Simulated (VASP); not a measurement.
# Zn4Se3S (Cm) in VASP: single point with PBEsol

Aim: the single point of Zn4Se3S with PBEsol.

All numbers are computed with VASP 6.6.1; they aren't measurements. Logs are shortened: lines on timing, memory, paths and dates and some standing lists are left out, and cuts for length are marked.

## 1. The cell of the first run

It takes space group Cm (No. 8, monoclinic). Conventional cell: a = 13.123 Å, b = 3.968 Å, c = 6.797 Å, α = 90.00°, β = 100.89°, γ = 90.00°. Within 3.1 Å of Zn (site symmetry m) lie 1 S at 2.33 Å and 3 Se at 2.43 to 2.44 Å. Within 3.1 Å of Zn (site symmetry m) lie 2 S at 2.36 Å and 2 Se at 2.44 to 2.46 Å. Zn (site symmetry m) has 4 Se at 2.43 to 2.44 Å within 3.2 Å. Zn (site symmetry m) has 1 S at 2.34 Å and 3 Se at 2.45 Å within 3.1 Å. S (site symmetry m) has 4 Zn at 2.33 to 2.36 Å within 3.1 Å. Se (site symmetry m) has 4 Zn at 2.43 to 2.44 Å within 3.2 Å. Se (site symmetry m) has 4 Zn at 2.44 to 2.46 Å within 3.2 Å. Se (site symmetry m) has 4 Zn at 2.43 to 2.45 Å within 3.2 Å.

## 2. Single point, PBEsol (strained cell)

INCAR

```
PREC     = Accurate       # precision mode
ENCUT    = 520            # plane-wave cutoff, eV
EDIFF    = 1E-6           # SCF threshold, eV
ISMEAR   = 0              # smearing method
SIGMA    = 0.02           # smearing width, eV
LREAL    = F              # projectors in reciprocal space
LASPH    = T              # aspherical terms in the spheres
NELM     = 100            # most SCF steps
ALGO     = Normal         # electronic algorithm
ISIF     = 2              # what is computed and relaxed
LWAVE    = F              # write WAVECAR
LCHARG   = T              # write CHGCAR
GGA      = PS             # functional
LELF     = T              # ELF
LVHAR    = T            
NBANDS   = 46             # bands
```

KPOINTS

```
regular mesh
0
Gamma
  8 8 4
```

POSCAR

```
Zn4Se3S
1.0
   -2.8060996072      2.8060996072      0.0000000000
   -2.8068721762     -5.6129717835      2.7575678597
    2.8071867933      2.8071867933      5.5168221273
Zn S Se
4 1 3
Direct
    0.0075662561      0.0151325122      0.0019154866
    0.7461114929      0.4922229858      0.2386424480
    0.4981443143     -0.0037113714      0.4997457685
    0.2482547564      0.4965095129      0.7599629711
    0.1883655549      0.3767311098      0.0635931588
    0.9357771500      0.8715543000      0.3078622537
    0.6873828747      0.3747657495      0.5618786659
    0.4383976007      0.8767952014      0.8163992473
```

Potentials or basis: VASP PAW PBE potentials, release 64 (Zn, S, Se).

Launch:

```console
$ cat potpaw_PBE.64/Zn/POTCAR potpaw_PBE.64/S/POTCAR potpaw_PBE.64/Se/POTCAR > POTCAR
$ mpirun -np 1 vasp_std > vasp.out
```

OUTCAR:

```text
PREC = Accurate
   ENCUT = 520
   EDIFF = 1E-6
   ISMEAR = 0
   LREAL = F
   LASPH = T
   NELM = 100
   ISIF = 2
   GGA = PS

 ion  position               nearest neighbor table
   1  0.008  0.015  0.002-   5 2.33   8 2.43   8 2.43   6 2.44
   2  0.746  0.492  0.239-   5 2.36   5 2.36   6 2.44   7 2.46
   3  0.498  0.996  0.500-   8 2.43   6 2.43   6 2.43   7 2.44
   4  0.248  0.497  0.760-   5 2.34   7 2.45   7 2.45   8 2.45
   5  0.188  0.377  0.064-   1 2.33   4 2.34   2 2.36   2 2.36
   6  0.936  0.872  0.308-   3 2.43   3 2.43   1 2.44   2 2.44
   7  0.687  0.375  0.562-   3 2.44   4 2.45   4 2.45   2 2.46
   8  0.438  0.877  0.816-   3 2.43   1 2.43   1 2.43   4 2.45

  LATTYP: Found a base centered monoclinic cell.
 ALAT       =    13.1226623295
 B/A-ratio  =     0.3024099853
 C/A-ratio  =     0.5179404918
 COS(beta)  =    -0.1888757891

  Lattice vectors:

 A1 = (  -5.6129717834,  -2.8068721763,   2.7575678597)
 A2 = (  -2.8068721762,  -5.6129717835,   2.7575678597)
 A3 = (   2.8071867933,   2.8071867933,   5.5168221273)

Analysis of symmetry for initial positions (statically):
=====================================================================
 Subroutine PRICEL returns:
 Original cell was already a primitive cell.

 Routine SETGRP: Setting up the symmetry group for a
 base centered monoclinic supercell.

 Subroutine GETGRP returns: Found  2 space group operations
 (whereof  2 operations were pure point group operations)
 out of a pool of  4 trial point group operations.

The static configuration has the point symmetry C_1h.

Analysis of symmetry for dynamics (positions and initial velocities):
=====================================================================
 Subroutine PRICEL returns:
 Original cell was already a primitive cell.

 Routine SETGRP: Setting up the symmetry group for a
 base centered monoclinic supercell.

 Subroutine GETGRP returns: Found  2 space group operations
 (whereof  2 operations were pure point group operations)
 out of a pool of  4 trial point group operations.

The dynamic configuration has the point symmetry C_1h.

 Subroutine INISYM returns: Found  2 space group operations
 (whereof  2 operations are pure point group operations),
 and found     1 'primitive' translations

----------------------------------------------------------------------------------------

                                     Primitive cell

[... 108 lines left out ...]
   ISIF   =      2    stress and relaxation
   ISYM   =      2    0-nonsym 1-usesym 2-fastsym
   POTIM  = 0.5000    time-step for ionic-motion
   TEBEG  =    0.0;   TEEND  =   0.0 temperature during run
   PSTRESS=    0.0 pullay stress
   NELECT =      72.0000    total number of electrons
   NUPDOWN=      -1.0000    fix difference up-down
   EMIN   =  10.00;   EMAX   =-10.00  energy-range for DOS
   EFERMI =   0.00;   METHOD = LEGACY
   ISMEAR =     0;   SIGMA  =   0.02  broadening in eV -4-tet -1-fermi 0-gaus
   EFERMI_NEDOS =   21; number of points for ismear=-14 and -15
   IALGO  =     38    algorithm
   IMIX   =      4    mixing-type and parameters
     AMIX     =   0.40;   BMIX     =  1.00
     AMIX_MAG =   1.60;   BMIX_MAG =  1.00
  volume/ion in A,a.u.               =      21.72       146.60
  Fermi-wavevector in a.u.,A,eV,Ry     =   1.220425  2.306269 20.265021  1.489437
  Thomas-Fermi vector in A             =   2.355643
   LORBIT       =      0    0 simple, 1 ext, 2 COOP (PROOUT), +10 PAW based schemes
   GGA     = PS    functional components
   LHFCALC =     F    Hartree Fock is set to
   AEXX    =    0.0000 exact exchange contribution
   IVDW    =     0    specifies the selected vdW correction
   LEPSILON=     F    determine dielectric tensor
   LRPA    =     F    only Hartree local field effects (RPA)
 non-spin polarized calculation
 Gauss-broadening in eV      SIGMA  =   0.02
  energy-cutoff  :      520.00
  volume of cell :      173.79
 maximum number of plane-waves:      4717
 NGX is ok and might be reduce to    30
   NGX = 15   NGY = 25   NGZ = 25

 number of electron      72.0000015 magnetization

 Free energy of the ion-electron system (eV)
  ---------------------------------------------------
  ext. energy  EPLUGINS =         0.00000000
  ---------------------------------------------------
  free energy    TOTEN  =       -27.85358393 eV

  energy without entropy =      -27.85358393  energy(sigma->0) =      -27.85358393

 E-fermi :   1.9265     XC(G=0):  -9.6598

 val. band max:        1.7794995182   @ k =   0.0000   0.0000   0.0000
 cond. band min:       3.0954333561   @ k =   0.0000   0.0000   0.0000
 fundamental gap:      1.3159338379
 Fermi energy:         1.9265241311

 k-point     1 :       0.0000    0.0000    0.0000
  band No.  band energies     occupation
      1     -11.6174      2.00000
      2     -10.7667      2.00000
      3     -10.6371      2.00000
      4     -10.5955      2.00000
      5      -4.8889      2.00000
      6      -4.8818      2.00000
[... 1165 lines left out ...]
     45       8.2642      0.00000
     46       8.3327      0.00000

 [... further k-points ...]

------------------------ aborting loop because EDIFF is reached ----------------------------------------

  FORCE on cell =-STRESS in cart. coord.  units (eV):
  Direction    XX          YY          ZZ          XY          YZ          ZX
  --------------------------------------------------------------------------------------
  -------------------------------------------------------------------------------------
  Total       -0.6337051     -0.6337051      0.0415420     -0.0006545      0.0001353      0.0001353
  in kB       -5.8421670     -5.8421670      0.3829788     -0.0060338      0.0012473      0.0012472
  external PRESSURE =      -3.7671184 kB  Pullay stress =       0.0000000 kB

 VOLUME and BASIS-vectors are now :
 -----------------------------------------------------------------------------
  energy-cutoff  :      520.00
  volume of cell :      173.79
      direct lattice vectors                 reciprocal lattice vectors
    -2.806099607  2.806099607  0.000000000    -0.222722046  0.133644492  0.045326336
    -2.806872176 -5.612971783  2.757567860    -0.089077554 -0.089077554  0.090652672
     2.807186793  2.807186793  5.516822127     0.044525162  0.044525162  0.135951294

 POSITION                                       TOTAL-FORCE (eV/Angst)
 -----------------------------------------------------------------------------------
     -0.05833     -0.05833      0.05230        -0.002433     -0.002433      0.001335
     -2.80536      0.00074      2.67389         0.000718      0.000718     -0.002546
     -2.79142     -2.79142      5.50434        -0.000210     -0.000210     -0.000031
      0.04309      0.04309      5.56174         0.001767      0.001767      0.003229
     -1.40749     -1.40749      1.38969        -0.000393     -0.000393      0.002058
     -4.20800     -1.40190      4.10179         0.000459      0.000459     -0.002555
     -1.40349      1.40261      4.13323        -0.001815     -0.001815     -0.000936
     -1.39945     -1.39945      6.92175         0.001908      0.001908     -0.000554
 -----------------------------------------------------------------------------------
    total drift:                                0.000449     -0.000285      0.000333

  FREE ENERGIE OF THE ION-ELECTRON SYSTEM (eV)
  ---------------------------------------------------
  free  energy   TOTEN  =       -27.8535839345 eV

  energy  without entropy=      -27.8535839345  energy(sigma->0) =      -27.85358393
```

stdout:

```text
POSCAR found type information on POSCAR ZnS Se
 POSCAR found :  3 types and       8 ions
 scaLAPACK will be used
 -----------------------------------------------------------------------------
|                                                                             |
|                                                                             |
|     You enforced a specific xc type in the INCAR file but a different       |
|     I HOPE YOU KNOW WHAT YOU ARE DOING!                                     |
|                                                                             |
 -----------------------------------------------------------------------------

 LDA part: xc-table for (Slater+PW92), standard interpolation
 POSCAR, INCAR and KPOINTS ok, starting setup
 FFT: planning ... GRIDC
 FFT: planning ... GRID_SOFT
 FFT: planning ... GRID
 WAVECAR not read
 entering main loop
```

Wall time 6.8 min (1 thread of Intel Xeon 6975P-C (Granite Rapids), shared host); peak memory 0.62 GiB.

What came out:

- Free energy: -27.8536 eV
- Pressure: -0.4 GPa
- Largest force: 0.004 eV/Å
- Band gap on the k mesh: 1.32 eV

Forces on the atoms (eV/Å):
```
Zn  -0.002 -0.002  0.001
Zn   0.001  0.001 -0.003
Zn   0.000  0.000  0.000
Zn   0.002  0.002  0.003
S    0.000  0.000  0.002
Se   0.000  0.000 -0.003
Se  -0.002 -0.002 -0.001
Se   0.002  0.002 -0.001
```

Levels at points of the mesh, in eV from the valence-band top:
| k point | band 34 | band 35 | band 36 | band 37 | band 38 | band 39 |
| --- | --- | --- | --- | --- | --- | --- |
| (0.00, 0.00, 0.00) | -0.09 | -0.03 | 0.00 | 1.32 | 2.58 | 3.55 |
| (0.50, 0.00, 0.00) | -2.10 | -1.53 | -1.28 | 4.24 | 4.27 | 4.36 |
| (0.00, 0.50, 0.00) | -0.61 | -0.40 | -0.32 | 2.50 | 2.68 | 2.80 |
| (0.00, 0.00, 0.50) | -0.93 | -0.76 | -0.72 | 3.30 | 3.49 | 3.83 |
| (0.50, 0.00, 0.50) | -1.51 | -0.98 | -0.89 | 2.56 | 2.85 | 3.49 |
| (0.00, 0.50, 0.50) | -1.45 | -0.73 | -0.47 | 3.33 | 3.53 | 3.71 |

Caveat: the cell differs from its parent crystal (strained cell); the PAW data sets were made with another functional, which shifts forces and pressure a little.
